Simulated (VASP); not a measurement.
Wanted: the native input for a VASP 6.6.1 run.

* Task: single point
* Functional: PBE
* Potentials or basis: VASP PAW PBE potentials, release 64 (Zr_sv, Si)
* Cutoff: 520 eV
* k mesh: 4 × 4 × 4
* Occupations: gaussian, width 0.1 eV
* Spin: no spin polarisation
* Dipole correction: no
* Further INCAR settings: ALGO = Normal; EDIFF = 1e-06; NBANDS = 20

The structure of ZrSi3 lies in POSCAR:

```
ZrSi3
1.0
    0.0000000000      3.3983398900      3.3983398900
    3.3983398900      0.0000000000      3.3983398900
    3.3983398900      3.3983398900      0.0000000000
Zr Si
1 3
Direct
    0.0000000000      0.0000000000      0.0000000000
    0.2500000000      0.2500000000      0.2500000000
    0.5000000000      0.5000000000      0.5000000000
    0.7500000000      0.7500000000      0.7500000000
```

The cell was generated, and may not be a known phase.

These files were run (other wordings do the same):

INCAR

```
SYSTEM = ZrSi3
PREC = Accurate
ENCUT = 520
EDIFF = 1E-6
ISMEAR = 0
SIGMA = 0.1
LREAL = .False.
LASPH = .True.
NELM = 100
ALGO = Normal
ISIF = 2
LWAVE = .False.
LCHARG = .False.
GGA = PE
NBANDS = 20
```

KPOINTS

```
Automatic mesh
0
Gamma
  4 4 4
  0 0 0
```

Potentials or basis: VASP PAW PBE potentials, release 64 (Zr_sv, Si).

Run with:

```bash
$ cat potpaw_PBE.64/Zr_sv/POTCAR potpaw_PBE.64/Si/POTCAR > POTCAR
$ mpirun -np 1 vasp_std > vasp.out
```

Results of the run:

```yaml
Pressure: -9.8 GPa
Band_gap_on_the_k_mesh: zero (bands 12 and 13 overlap by 1.66 eV)
```

Caveat: the k points lie up to 0.40 Å⁻¹ apart, too coarse for converged energies and pressures of a metal.

Wall time 22 s on 1 thread of Intel Xeon 8259CL, with other jobs on the host, peak memory 0.2 GiB.
